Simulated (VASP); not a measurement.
Crystal: CdS (Hawleyite).

```
CELL_PARAMETERS angstrom
0.00000 2.97370 2.97370
2.97370 0.00000 2.97370
2.97370 2.97370 0.00000
ATOMIC_POSITIONS crystal
Cd 0.00000 0.00000 0.00000
S 0.75000 0.75000 0.75000
```

This cell differs from its parent crystal: volume scaled by 1.06.

Program: VASP 6.6.1. Alike in all runs: task single point; no spin polarisation; cell as given; k mesh 8 × 8 × 8; cutoff (eV) 520; smearing fermi-dirac 0.05 eV.

Task: Order these runs on this cell by their pressure, lowest first.
A. level RPBE; potentials or basis VASP PAW PBE potentials, release 64 (Cd, S)
B. level LDA; potentials or basis VASP PAW LDA potentials, release 64 (Cd, S)
C. level PBEsol; potentials or basis VASP PAW PBE potentials, release 64 (Cd, S)
D. level BLYP+D4; potentials or basis VASP PAW PBE potentials, release 64 (Cd, S)

Result: B (-5.0 GPa), C (-3.0 GPa), D (-1.3 GPa), A (1.8 GPa).

Caveats: the PAW data sets were made with another functional, which shifts forces and pressure a little (some runs).
